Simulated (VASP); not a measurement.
# Se (P3_121) in VASP: a series of runs

Runs on Se. Level: PBE. Tasks: single point.

Program: VASP 6.6.1. These are calculated values, not measurements. Logs are shortened: lines on timing, memory, paths and dates and some standing lists are left out, and cuts for length are marked.

## Step 1: The cell of the first run

The structure is trigonal, space group P3_121 (No. 152). The conventional cell has a = 4.070 Å, b = 4.070 Å, c = 4.779 Å, α = 90.00°, β = 90.00°, γ = 120.00°. Within 3.2 Å of Se (site symmetry 2) lie 6 Se at 2.39 to 3.12 Å.

## Step 2: Single point, PBE (strain -5.2%)

Input file INCAR:

```
PREC = Accurate
ENCUT = 520
EDIFF = 1E-6
ISMEAR = -1
SIGMA = 0.02
LREAL = F
LASPH = T
NELM = 60
ALGO = Normal
ISIF = 2
LWAVE = F
LCHARG = T
GGA = PE
LELF = T
LVHAR = T
NBANDS = 16
```

Input file KPOINTS:

```
Automatic mesh
0
Gamma
  12 12 6
```

Input file POSCAR:

```
Se
1.0
    4.0698684470      0.0000000000      0.0000000000
   -2.0349342235      3.5246094652      0.0000000000
    0.0000000000      0.0000000000      4.7792303450
Se
3
Direct
    0.2527527597      0.0000000000      0.3333333333
    0.0000000000      0.2527527597      0.6666666667
    0.7472472403      0.7472472403      0.0000000000
```

Potentials or basis: VASP PAW PBE potentials, release 64 (Se).

Run with:

```
cat potpaw_PBE.64/Se/POTCAR > POTCAR
mpirun -np 1 vasp_std > vasp.out
```

OUTCAR:

```text
PREC = Accurate
   ENCUT = 520
   EDIFF = 1E-6
   ISMEAR = -1
   LREAL = F
   LASPH = T
   NELM = 60
   ISIF = 2
   GGA = PE

 ion  position               nearest neighbor table
   1  0.253  0.000  0.333-   3 2.39   2 2.39
   2  0.000  0.253  0.667-   3 2.39   1 2.39
   3  0.747  0.747  0.000-   1 2.39   2 2.39

  LATTYP: Found a hexagonal cell.
 ALAT       =     4.0698684470
 C/A-ratio  =     1.1742960263

  Lattice vectors:

 A1 = (   4.0698684470,   0.0000000000,   0.0000000000)
 A2 = (  -2.0349342235,   3.5246094652,   0.0000000000)
 A3 = (   0.0000000000,   0.0000000000,   4.7792303450)

Analysis of symmetry for initial positions (statically):
=====================================================================
 Subroutine PRICEL returns:
 Original cell was already a primitive cell.

 Routine SETGRP: Setting up the symmetry group for a
 hexagonal supercell.

 Subroutine GETGRP returns: Found  6 space group operations
 (whereof  2 operations were pure point group operations)
 out of a pool of 24 trial point group operations.

The static configuration has the point symmetry C_2 .
 The point group associated with its full space group is D_3 .

Analysis of symmetry for dynamics (positions and initial velocities):
=====================================================================
 Subroutine PRICEL returns:
 Original cell was already a primitive cell.

 Routine SETGRP: Setting up the symmetry group for a
 hexagonal supercell.

 Subroutine GETGRP returns: Found  6 space group operations
 (whereof  2 operations were pure point group operations)
 out of a pool of 24 trial point group operations.

The dynamic configuration has the point symmetry C_2 .
 The point group associated with its full space group is D_3 .

 Subroutine INISYM returns: Found  6 space group operations
 (whereof  2 operations are pure point group operations),
 and found     1 'primitive' translations

----------------------------------------------------------------------------------------

                                     Primitive cell

  volume of cell :      68.5566

  direct lattice vectors                    reciprocal lattice vectors
     4.069868447  0.000000000  0.000000000     0.245708188  0.141859688  0.000000000
    -2.034934224  3.524609465  0.000000000     0.000000000  0.283719377  0.000000000
     0.000000000  0.000000000  4.779230345     0.000000000  0.000000000  0.209238712

  length of vectors
     4.069868447  4.069868447  4.779230345     0.283719377  0.283719377  0.209238712

  position of ions in fractional coordinates (direct lattice)
     0.252752760  0.000000000  0.333333333
     0.000000000  0.252752760  0.666666667
     0.747247240  0.747247240  0.000000000

  ion indices of the primitive-cell ions
   primitive index   ion index
                 1           1
                 2           2
                 3           3

----------------------------------------------------------------------------------------

 KPOINTS: Automatic mesh

Automatic generation of k-mesh.
 Grid dimensions read from file:
 generate k-points for:   12   12    6

 Generating k-lattice:

  Cartesian coordinates                     Fractional coordinates (reciprocal lattice)
     0.020475682  0.011821641  0.000000000     0.083333333  0.000000000  0.000000000
     0.000000000  0.023643281  0.000000000     0.000000000  0.083333333  0.000000000
     0.000000000  0.000000000  0.034873119     0.000000000  0.000000000  0.166666667

  Length of vectors
     0.023643281  0.023643281  0.034873119

  Shift w.r.t. Gamma in fractional coordinates (k-lattice)
     0.000000000  0.000000000  0.000000000

 Subroutine IBZKPT returns following result:
 ===========================================

 Found    100 irreducible k-points:

 Following reciprocal coordinates:
            Coordinates               Weight
  0.000000  0.000000  0.000000      1.000000
  0.083333  0.000000  0.000000      6.000000
  0.166667  0.000000  0.000000      6.000000
  0.250000 -0.000000  0.000000      6.000000
  0.333333  0.000000  0.000000      6.000000
  0.416667  0.000000  0.000000      6.000000
[... 16 lines left out ...]
  0.166667  0.000000  0.166667      6.000000
  0.000000  0.166667  0.166667      6.000000
 [... further k-points ...]
   k-points           NKPTS =    100   k-points in BZ     NKDIM =    100   number of bands    NBANDS=     16
   number of dos      NEDOS =    301   number of ions     NIONS =      3
   total plane-waves  NPLWV =  32400
   dimension x,y,z NGX =    30 NGY =   30 NGZ =   36
   dimension x,y,z NGXF=    60 NGYF=   60 NGZF=   72
   ions per type =               3
   NGX,Y,Z   is equivalent  to a cutoff of  12.25, 12.25, 12.52 a.u.
   NGXF,Y,Z  is equivalent  to a cutoff of  24.51, 24.51, 25.05 a.u.
 SYSTEM =  unknown system
   PREC   = accura    normal or accurate (medium, high low for compatibility)
   ISTART =      0    job   : 0-new  1-cont  2-samecut
   ICHARG =      2    charge: 1-file 2-atom 10-const
   ISPIN  =      1    spin polarized calculation?
   LNONCOLLINEAR =      F non collinear calculations
   LSORBIT =      F    spin-orbit coupling
   LASPH  =      T    aspherical Exc in radial PAW
   ENCUT  =  520.0 eV  38.22 Ry    6.18 a.u.   7.57  7.57  8.89*2*pi/ulx,y,z
   NELM   =     60;   NELMIN=  2; NELMDL= -5     # of ELM steps
   EDIFF  = 0.1E-05   stopping-criterion for ELM
   LREAL  =      F    real-space projection
   EDIFFG = 0.1E-04   stopping-criterion for IOM
   NSW    =      0    number of steps for IOM
   IBRION =     -1    ionic relax: 0-MD 1-quasi-New 2-CG
   NFREE  =      0    steps in history (QN), initial steepest desc. (CG)
   ISIF   =      2    stress and relaxation
   ISYM   =      2    0-nonsym 1-usesym 2-fastsym
   POTIM  = 0.5000    time-step for ionic-motion
   TEBEG  =    0.0;   TEEND  =   0.0 temperature during run
   PSTRESS=    0.0 pullay stress
   NELECT =      18.0000    total number of electrons
   NUPDOWN=      -1.0000    fix difference up-down
   EMIN   =  10.00;   EMAX   =-10.00  energy-range for DOS
   EFERMI =   0.00;   METHOD = LEGACY
   ISMEAR =    -1;   SIGMA  =   0.02  broadening in eV -4-tet -1-fermi 0-gaus
   EFERMI_NEDOS =   21; number of points for ismear=-14 and -15
   IALGO  =     38    algorithm
   IMIX   =      4    mixing-type and parameters
     AMIX     =   0.40;   BMIX     =  1.00
     AMIX_MAG =   1.60;   BMIX_MAG =  1.00
  volume/ion in A,a.u.               =      22.85       154.21
  Fermi-wavevector in a.u.,A,eV,Ry     =   1.048293  1.980986 14.951681  1.098918
  Thomas-Fermi vector in A             =   2.183208
   LORBIT       =      0    0 simple, 1 ext, 2 COOP (PROOUT), +10 PAW based schemes
   GGA     = PE    functional components
   LHFCALC =     F    Hartree Fock is set to
   AEXX    =    0.0000 exact exchange contribution
   IVDW    =     0    specifies the selected vdW correction
   LEPSILON=     F    determine dielectric tensor
   LRPA    =     F    only Hartree local field effects (RPA)
 non-spin polarized calculation
  energy-cutoff  :      520.00
  volume of cell :       68.56
 maximum number of plane-waves:      1866
   NGX = 15   NGY = 15   NGZ = 17

 number of electron      17.9999997 magnetization

 Free energy of the ion-electron system (eV)
  ---------------------------------------------------
  ext. energy  EPLUGINS =         0.00000000
  ---------------------------------------------------
  free energy    TOTEN  =       -10.21601111 eV

  energy without entropy =      -10.21601035  energy(sigma->0) =      -10.21601073

 E-fermi :   4.9245     XC(G=0):  -9.7368

 val. band max:        4.7516139577   @ k =   0.5000  -0.0000   0.5000
 cond. band min:       5.0792601621   @ k =   0.0000   0.0000   0.5000
 fundamental gap:      0.3276462044
 Fermi energy:         4.9244677972

 k-point     1 :       0.0000    0.0000    0.0000
  band No.  band energies     occupation
      1     -12.0876      2.00000
      2      -7.4529      2.00000
      3      -7.4529      2.00000
      4       0.1834      2.00000
      5       0.7602      2.00000
      6       0.7602      2.00000
[... 8 lines left out ...]
     15      11.7328      0.00000
     16      12.7973      0.00000

 k-point     2 :       0.0833    0.0000    0.0000
  band No.  band energies     occupation
      1     -12.0388      2.00000
      2      -7.4882      2.00000
      3      -7.4461      2.00000
      4      -0.1081      2.00000
      5       0.5103      2.00000
      6       0.6664      2.00000
[... 8 lines left out ...]
     15      11.9632      0.00000
     16      12.6257      0.00000

 k-point     3 :       0.1667    0.0000    0.0000
  band No.  band energies     occupation
      1     -11.8971      2.00000
      2      -7.6031      2.00000
      3      -7.4266      2.00000
      4      -0.6493      2.00000
      5       0.1225      2.00000
      6       0.4392      2.00000
[... 8 lines left out ...]
     15      12.2378      0.00000
     16      12.9042      0.00000

 k-point     4 :       0.2500   -0.0000    0.0000
  band No.  band energies     occupation
      1     -11.6792      2.00000
      2      -7.8095      2.00000
      3      -7.3983      2.00000
      4      -1.0646      2.00000
      5      -0.2357      2.00000
      6       0.2036      2.00000
[... 8 lines left out ...]
     15      12.5223      0.00000
     16      13.6354      0.00000

 k-point     5 :       0.3333    0.0000    0.0000
  band No.  band energies     occupation
      1     -11.4212      2.00000
      2      -8.0849      2.00000
      3      -7.3683      2.00000
      4      -1.2525      2.00000
      5      -0.5289      2.00000
      6       0.0647      2.00000
[... 8 lines left out ...]
     15      13.1028      0.00000
     16      14.5989      0.00000

 k-point     6 :       0.4167    0.0000    0.0000
  band No.  band energies     occupation
      1     -11.1921      2.00000
      2      -8.3441      2.00000
      3      -7.3453      2.00000
      4      -1.2633      2.00000
      5      -0.7371      2.00000
      6       0.0916      2.00000
[... 8 lines left out ...]
     15      13.9574      0.00000
     16      15.0515      0.00000

 k-point     7 :       0.5000   -0.0000    0.0000
  band No.  band energies     occupation
      1     -11.0952      2.00000
      2      -8.4553      2.00000
      3      -7.3366      2.00000
      4      -1.2342      2.00000
      5      -0.8216      2.00000
      6       0.2021      2.00000
[... 8 lines left out ...]
     15      14.5300      0.00000
     16      14.7774      0.00000

 k-point     8 :       0.0833    0.0833    0.0000
  band No.  band energies     occupation
      1     -11.9434      2.00000
      2      -7.5575      2.00000
      3      -7.4391      2.00000
      4      -0.4760      2.00000
      5       0.0580      2.00000
      6       0.6903      2.00000
[... 8 lines left out ...]
     15      12.3760      0.00000
     16      12.5969      0.00000

 k-point     9 :       0.1667    0.0833    0.0000
  band No.  band energies     occupation
      1     -11.7631      2.00000
      2      -7.7056      2.00000
      3      -7.4310      2.00000
      4      -0.8909      2.00000
      5      -0.3616      2.00000
      6       0.5738      2.00000
[... 8 lines left out ...]
     15      12.8058      0.00000
     16      12.8796      0.00000
[... 172 lines left out ...]
 k-point    19 :       0.3333    0.3333    0.0000
  band No.  band energies     occupation
      1     -10.9384      2.00000
      2      -8.0286      2.00000
      3      -8.0286      2.00000
      4      -0.9828      2.00000
      5      -0.9828      2.00000
      6       1.1197      2.00000
[... 8 lines left out ...]
     15      11.7936      0.00000
     16      15.1271      0.00000

 k-point    20 :       0.0000    0.0000    0.1667
  band No.  band energies     occupation
      1     -11.9417      2.00000
      2      -8.7097      2.00000
      3      -6.2153      2.00000
      4       0.2863      2.00000
      5       0.4057      2.00000
      6       1.0055      2.00000
[... 8 lines left out ...]
     15      11.6299      0.00000
     16      12.4414      0.00000

 k-point    21 :       0.0833    0.0000    0.1667
  band No.  band energies     occupation
      1     -11.8938      2.00000
      2      -8.6939      2.00000
      3      -6.2784      2.00000
      4      -0.0148      2.00000
      5       0.3478      2.00000
      6       0.8701      2.00000
[... 8 lines left out ...]
     15      11.6487      0.00000
     16      12.3284      0.00000

 k-point    22 :       0.0000    0.0833    0.1667
  band No.  band energies     occupation
      1     -11.8935      2.00000
      2      -8.6976      2.00000
      3      -6.2687      2.00000
      4       0.0135      2.00000
      5       0.2129      2.00000
      6       0.8593      2.00000
[... 8 lines left out ...]
     15      12.0009      0.00000
     16      12.2592      0.00000

 k-point    23 :       0.1667    0.0000    0.1667
  band No.  band energies     occupation
      1     -11.7554      2.00000
      2      -8.6481      2.00000
      3      -6.4763      2.00000
      4      -0.4535      2.00000
      5       0.1141      2.00000
      6       0.6677      2.00000
[... 8 lines left out ...]
     15      11.7684      0.00000
     16      12.5700      0.00000

 k-point    24 :       0.0000    0.1667    0.1667
  band No.  band energies     occupation
      1     -11.7533      2.00000
      2      -8.6761      2.00000
      3      -6.4090      2.00000
      4      -0.6230      2.00000
      5      -0.1158      2.00000
      6       0.5844      2.00000
[... 8 lines left out ...]
     15      12.3653      0.00000
     16      12.8349      0.00000

 [... further k-points ...]

------------------------ aborting loop because EDIFF is reached ----------------------------------------

  FORCE on cell =-STRESS in cart. coord.  units (eV):
  Direction    XX          YY          ZZ          XY          YZ          ZX
  --------------------------------------------------------------------------------------
  -------------------------------------------------------------------------------------
  Total        2.9913532      2.9913532      5.0844600     -0.0000000      0.0000000     -0.0000000
  in kB       69.9083309     69.9083309    118.8245232     -0.0000000      0.0000000     -0.0000000
  external PRESSURE =      86.2137283 kB  Pullay stress =       0.0000000 kB

 VOLUME and BASIS-vectors are now :
 -----------------------------------------------------------------------------
  energy-cutoff  :      520.00
  volume of cell :       68.56
      direct lattice vectors                 reciprocal lattice vectors
     4.069868447  0.000000000  0.000000000     0.245708188  0.141859688  0.000000000
    -2.034934224  3.524609465  0.000000000     0.000000000  0.283719377  0.000000000
     0.000000000  0.000000000  4.779230345     0.000000000  0.000000000  0.209238712

 POSITION                                       TOTAL-FORCE (eV/Angst)
 -----------------------------------------------------------------------------------
      1.02867      0.00000      1.59308         0.395578      0.000000      0.000000
     -0.51434      0.89085      3.18615        -0.197789      0.342580      0.000000
      1.52060      2.63375      0.00000        -0.197789     -0.342580     -0.000000
 -----------------------------------------------------------------------------------
    total drift:                                0.000000     -0.000000      0.000000

  FREE ENERGIE OF THE ION-ELECTRON SYSTEM (eV)
  ---------------------------------------------------
  free  energy   TOTEN  =       -10.2160111092 eV

  energy  without entropy=      -10.2160103463  energy(sigma->0) =      -10.21601073
```

Wall time 43 s (1 thread of AMD EPYC 9R45 (Zen 5), shared host); peak memory 0.2 GiB.

Results:

| Item | Value |
| --- | --- |
| Free energy | -10.2160 eV |
| Pressure | 8.6 GPa |
| Largest force | 0.396 eV/Å |
| Band gap on the k mesh | 0.33 eV (least direct gap 1.16 eV) |

Forces on the atoms (eV/Å):
```
Se   0.396  0.000  0.000
Se  -0.198  0.343  0.000
Se  -0.198 -0.343  0.000
```

Stress tensor (GPa, compression positive):
```
 6.99  0.00  0.00
 0.00  6.99  0.00
 0.00  0.00 11.88
```

Levels at points of the mesh, in eV from the valence-band top:
| k point | band 7 | band 8 | band 9 | band 10 | band 11 | band 12 |
| --- | --- | --- | --- | --- | --- | --- |
| (0.00, 0.00, 0.00) | -2.57 | -2.57 | -1.09 | 1.45 | 1.45 | 1.50 |
| (0.50, 0.00, 0.00) | -3.91 | -1.81 | -1.29 | 1.33 | 1.43 | 3.92 |
| (0.00, 0.00, 0.50) | -2.02 | -2.02 | -1.71 | 0.33 | 0.33 | 0.67 |
| (0.50, 0.00, 0.50) | -3.06 | -2.36 | 0.00 | 1.68 | 2.66 | 2.75 |

Caveat: the cell differs from its parent crystal (strain -5.2%); the cell stands under pressure.

## Step 3: Single point, PBE (strain -4.8%)

Input file INCAR:

```
ALGO = Normal ; EDIFF = 1E-6
ENCUT = 520 ; GGA = PE
ISIF = 2 ; ISMEAR = -1
LASPH = T ; LCHARG = F
LREAL = F ; LWAVE = F
NBANDS = 16 ; NELM = 100
PREC = Accurate ; SIGMA = 0.02
```

Input file KPOINTS:

```
k-points
0
Gamma
  12 12 6
```

Input file POSCAR:

```
Se
1.0
    4.0857512793      0.0000000000      0.0000000000
   -2.0428756396      3.5383644014      0.0000000000
    0.0000000000      0.0000000000      4.7978814918
Se
3
Direct
    0.2508663536      0.0000000000      0.3333333333
    0.0000000000      0.2508663536      0.6666666667
    0.7491336464      0.7491336464      0.0000000000
```

Potentials or basis: VASP PAW PBE potentials, release 64 (Se).

Run with:

```
cat potpaw_PBE.64/Se/POTCAR > POTCAR
mpirun -np 1 vasp_std > vasp.out
```

It took 46 s on 1 thread of AMD EPYC 9R45 (Zen 5), shared host; peak memory 0.2 GiB.

Results (log left out):

* Free energy: -10.2487 eV
* Pressure: 8.0 GPa
* Largest force: 0.393 eV/Å
* Band gap on the k mesh: 0.41 eV (least direct gap 1.15 eV)

Forces on the atoms (eV/Å):
```
Se   0.393  0.000  0.000
Se  -0.197  0.341  0.000
Se  -0.197 -0.341  0.000
```

Stress tensor (GPa, compression positive):
```
 6.46  0.00  0.00
 0.00  6.46  0.00
 0.00  0.00 11.07
```

Levels at points of the mesh, in eV from the valence-band top:
```tsv
k point	band 7	band 8	band 9	band 10	band 11	band 12
(0.00, 0.00, 0.00)	-2.51	-2.51	-1.01	1.48	1.48	1.55
(0.50, 0.00, 0.00)	-3.82	-1.80	-1.27	1.38	1.50	4.03
(0.00, 0.00, 0.50)	-1.98	-1.98	-1.66	0.41	0.41	0.73
(0.50, 0.00, 0.50)	-2.97	-2.27	0.00	1.69	2.67	2.75
```

Caveat: the cell differs from its parent crystal (strain -4.8%); the cell stands under pressure.
